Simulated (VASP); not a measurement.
# BN (P4/mmm) in VASP: notebook

Runs on BN. Level: PBE. Tasks: single point, relaxation of cell and atoms.

Everything below comes from runs of VASP 6.6.1. Logs are shortened: lines on timing, memory, paths and dates and some standing lists are left out, and cuts for length are marked.

## Step 1: The cell of the first run

Symmetry: P4/mmm, No. 123, tetragonal system. Conventional cell: a = 4.122 Å, b = 4.122 Å, c = 3.318 Å, α = 90.00°, β = 90.00°, γ = 90.00°. B (site symmetry m2m) has 2 B at 1.41 Å and 2 N at 1.43 Å within 1.9 Å. N (site symmetry 2mm) has 2 N at 1.41 to 1.91 Å and 2 B at 1.43 Å within 2.0 Å.

The cell was built from a structure type or drawn by symmetry, and may not be a known phase.

## Step 2: Single point, PBE

INCAR

```
SYSTEM = BN
PREC     = Accurate       ! precision mode
ENCUT    = 520            ! plane-wave cutoff, eV
EDIFF    = 1E-7           ! SCF threshold, eV
ISMEAR   = 0              ! smearing method
SIGMA    = 0.1            ! smearing width, eV
LREAL    = .False.        ! projectors in reciprocal space
LASPH    = .True.         ! aspherical terms in the spheres
NELM     = 100            ! most SCF steps
ALGO     = Normal         ! electronic algorithm
ISIF     = 2              ! what is computed and relaxed
LWAVE    = .False.        ! write WAVECAR
LCHARG   = .True.         ! write CHGCAR
GGA      = PE             ! functional
LELF     = .True.         ! ELF
LVHAR    = .True.       
NBANDS   = 26             ! bands
```

KPOINTS

```
Automatic mesh
0
Gamma
  4 4 6
  0 0 0
```

POSCAR

```
BN
1.0
    4.1221119800      0.0000000000      0.0000000000
    0.0000000000      4.1221119800      0.0000000000
    0.0000000000      0.0000000000      3.3177623400
B N
4 4
Direct
    0.2422528100      0.0000000000      0.5000000000
    0.7577471900      0.0000000000      0.5000000000
    0.0000000000      0.2422528100      0.5000000000
    0.0000000000      0.7577471900      0.5000000000
    0.5000000000      0.0000000000      0.7874207200
    0.0000000000      0.5000000000      0.7874207200
    0.5000000000      0.0000000000      0.2125792800
    0.0000000000      0.5000000000      0.2125792800
```

Potentials or basis: VASP PAW PBE potentials, release 64 (B, N).

On the command line:

```sh
> cat potpaw_PBE.64/B/POTCAR potpaw_PBE.64/N/POTCAR > POTCAR
> mpirun -np 1 vasp_std > vasp.out
```

OUTCAR:

```text
SYSTEM = BN
   PREC = Accurate
   ENCUT = 520
   EDIFF = 1E-7
   ISMEAR = 0
   LREAL = .False.
   LASPH = .True.
   NELM = 100
   ISIF = 2
   GGA = PE

 ion  position               nearest neighbor table
   1  0.242  0.000  0.500-   3 1.41   4 1.41   5 1.43   7 1.43   2 2.00   2 2.12
   2  0.758  0.000  0.500-   3 1.41   4 1.41   5 1.43   7 1.43   1 2.00   1 2.12
   3  0.000  0.242  0.500-   1 1.41   2 1.41   6 1.43   8 1.43   4 2.00   4 2.12
   4  0.000  0.758  0.500-   1 1.41   2 1.41   6 1.43   8 1.43   3 2.00   3 2.12
   5  0.500  0.000  0.787-   7 1.41   2 1.43   1 1.43
   6  0.000  0.500  0.787-   8 1.41   4 1.43   3 1.43
   7  0.500  0.000  0.213-   5 1.41   2 1.43   1 1.43
   8  0.000  0.500  0.213-   6 1.41   4 1.43   3 1.43

  LATTYP: Found a simple tetragonal cell.
 ALAT       =     4.1221119800
 C/A-ratio  =     0.8048695320

  Lattice vectors:

 A1 = (   4.1221119800,   0.0000000000,   0.0000000000)
 A2 = (   0.0000000000,   4.1221119800,   0.0000000000)
 A3 = (   0.0000000000,   0.0000000000,   3.3177623400)

Analysis of symmetry for initial positions (statically):
=====================================================================
 Subroutine PRICEL returns:
 Original cell was already a primitive cell.

 Routine SETGRP: Setting up the symmetry group for a
 simple tetragonal supercell.

 Subroutine GETGRP returns: Found 16 space group operations
 (whereof 16 operations were pure point group operations)
 out of a pool of 16 trial point group operations.

The static configuration has the point symmetry D_4h.

Analysis of symmetry for dynamics (positions and initial velocities):
=====================================================================
 Subroutine PRICEL returns:
 Original cell was already a primitive cell.

 Routine SETGRP: Setting up the symmetry group for a
 simple tetragonal supercell.

 Subroutine GETGRP returns: Found 16 space group operations
 (whereof 16 operations were pure point group operations)
 out of a pool of 16 trial point group operations.

The dynamic configuration has the point symmetry D_4h.

 Subroutine INISYM returns: Found 16 space group operations
 (whereof 16 operations are pure point group operations),
 and found     1 'primitive' translations

[... 106 lines left out ...]
   LREAL  =      F    real-space projection
   EDIFFG = 0.1E-05   stopping-criterion for IOM
   NSW    =      0    number of steps for IOM
   IBRION =     -1    ionic relax: 0-MD 1-quasi-New 2-CG
   NFREE  =      0    steps in history (QN), initial steepest desc. (CG)
   ISIF   =      2    stress and relaxation
   ISYM   =      2    0-nonsym 1-usesym 2-fastsym
   POTIM  = 0.5000    time-step for ionic-motion
   TEBEG  =    0.0;   TEEND  =   0.0 temperature during run
   PSTRESS=    0.0 pullay stress
   NELECT =      32.0000    total number of electrons
   NUPDOWN=      -1.0000    fix difference up-down
   EMIN   =  10.00;   EMAX   =-10.00  energy-range for DOS
   EFERMI =   0.00;   METHOD = LEGACY
   ISMEAR =     0;   SIGMA  =   0.10  broadening in eV -4-tet -1-fermi 0-gaus
   EFERMI_NEDOS =   21; number of points for ismear=-14 and -15
   IALGO  =     38    algorithm
   IMIX   =      4    mixing-type and parameters
     AMIX     =   0.40;   BMIX     =  1.00
     AMIX_MAG =   1.60;   BMIX_MAG =  1.00
  volume/ion in A,a.u.               =       7.05        47.55
  Fermi-wavevector in a.u.,A,eV,Ry     =   1.355491  2.561506 24.998733  1.837355
  Thomas-Fermi vector in A             =   2.482574
   LORBIT       =      0    0 simple, 1 ext, 2 COOP (PROOUT), +10 PAW based schemes
   GGA     = PE    functional components
   LHFCALC =     F    Hartree Fock is set to
   AEXX    =    0.0000 exact exchange contribution
   IVDW    =     0    specifies the selected vdW correction
   LEPSILON=     F    determine dielectric tensor
   LRPA    =     F    only Hartree local field effects (RPA)
 non-spin polarized calculation
 Gauss-broadening in eV      SIGMA  =   0.10
  energy-cutoff  :      520.00
  volume of cell :       56.37
 maximum number of plane-waves:      1540
 NGX is ok and might be reduce to    32
   NGX = 15   NGY = 15   NGZ = 13

 number of electron      32.0000001 magnetization

 Free energy of the ion-electron system (eV)
  ---------------------------------------------------
  ext. energy  EPLUGINS =         0.00000000
  ---------------------------------------------------
  free energy    TOTEN  =       -51.23511494 eV

  energy without entropy =      -51.22524624  energy(sigma->0) =      -51.23018059

 E-fermi :   6.2607     XC(G=0): -11.1897

 val. band max:        6.2573996608   @ k =   0.2500   0.2500   0.0000
 cond. band min:       6.2726334191   @ k =   0.5000   0.0000   0.3333
 fundamental gap:      0.0152337583
 Fermi energy:         6.2607429367

 k-point     1 :       0.0000    0.0000    0.0000
  band No.  band energies     occupation
      1     -16.2805      2.00000
      2     -14.9263      2.00000
      3      -6.9214      2.00000
      4      -6.8612      2.00000
      5      -6.4023      2.00000
      6      -6.3311      2.00000
[... 685 lines left out ...]
     25      18.7231      0.00000
     26      19.3730      0.00000

------------------------ aborting loop because EDIFF is reached ----------------------------------------

  FORCE on cell =-STRESS in cart. coord.  units (eV):
  Direction    XX          YY          ZZ          XY          YZ          ZX
  --------------------------------------------------------------------------------------
  -------------------------------------------------------------------------------------
  Total       39.1690993     39.1690993      9.4194894      0.0000000     -0.0000000      0.0000000
  in kB     1113.1900691   1113.1900691    267.7029159      0.0000000     -0.0000000      0.0000000
  external PRESSURE =     831.3610180 kB  Pullay stress =       0.0000000 kB

 VOLUME and BASIS-vectors are now :
 -----------------------------------------------------------------------------
  energy-cutoff  :      520.00
  volume of cell :       56.37
      direct lattice vectors                 reciprocal lattice vectors
     4.122111980  0.000000000  0.000000000     0.242594089  0.000000000  0.000000000
     0.000000000  4.122111980  0.000000000     0.000000000  0.242594089  0.000000000
     0.000000000  0.000000000  3.317762340     0.000000000  0.000000000  0.301407966

 POSITION                                       TOTAL-FORCE (eV/Angst)
 -----------------------------------------------------------------------------------
      0.99859      0.00000      1.65888        11.846876     -0.000000     -0.000000
      3.12352      0.00000      1.65888       -11.846876     -0.000000      0.000000
      0.00000      0.99859      1.65888        -0.000000     11.846876      0.000000
      0.00000      3.12352      1.65888        -0.000000    -11.846876     -0.000000
      2.06106      0.00000      2.61247        -0.000000      0.000000      8.984748
      0.00000      2.06106      2.61247        -0.000000      0.000000      8.984748
      2.06106      0.00000      0.70529        -0.000000      0.000000     -8.984748
      0.00000      2.06106      0.70529        -0.000000     -0.000000     -8.984748
 -----------------------------------------------------------------------------------
    total drift:                                0.000000      0.000000     -0.000000

  FREE ENERGIE OF THE ION-ELECTRON SYSTEM (eV)
  ---------------------------------------------------
  free  energy   TOTEN  =       -51.2351149425 eV

  energy  without entropy=      -51.2252462369  energy(sigma->0) =      -51.23018059
```

It took 24 s on 1 thread of Intel Xeon Platinum 8559C (Emerald Rapids), shared host; peak memory 0.17 GiB.

Results:

```yaml
Free_energy: -51.2351 eV
Pressure: 83.1 GPa
Largest_force: 11.847 eV/Å
Band_gap_on_the_k_mesh: zero (bands 16 and 17 overlap by 2.29 eV)
```

Forces on the atoms (eV/Å):
```
B    11.847   0.000   0.000
B   -11.847   0.000   0.000
B     0.000  11.847   0.000
B     0.000 -11.847   0.000
N     0.000   0.000   8.985
N     0.000   0.000   8.985
N     0.000   0.000  -8.985
N     0.000   0.000  -8.985
```

Stress tensor (GPa, compression positive):
```
111.32   0.00   0.00
  0.00 111.32   0.00
  0.00   0.00  26.77
```

Levels at points of the mesh, in eV from the Fermi level:
```
           k point  band 13  band 14  band 15  band 16  band 17  band 18  band 19  band 20
(0.00, 0.00, 0.00)    -4.81    -2.98     0.55     0.55     0.71     0.71     2.45     4.63
(0.50, 0.00, 0.00)    -4.71    -0.90    -0.82    -0.01     0.43     0.48     5.32     7.33
(0.50, 0.50, 0.00)    -3.26    -3.26    -2.82    -0.55     1.00     1.47     6.68     7.81
(0.00, 0.00, 0.50)    -4.40    -3.45    -3.45    -2.65     0.56     2.82     2.82     4.77
(0.50, 0.00, 0.50)    -4.93    -4.84    -4.56     0.24     1.25     2.36     2.61     5.04
(0.50, 0.50, 0.50)    -5.05    -3.42    -2.92    -2.92    -1.73     4.46     4.49     5.03
```

Caveat: the k points lie up to 0.38 Å⁻¹ apart, too coarse for converged energies and pressures of a metal; forces of over 1 eV/Å act on the atoms, so gaps and moduli don't describe the material at rest.

[end of part 1 of 3]
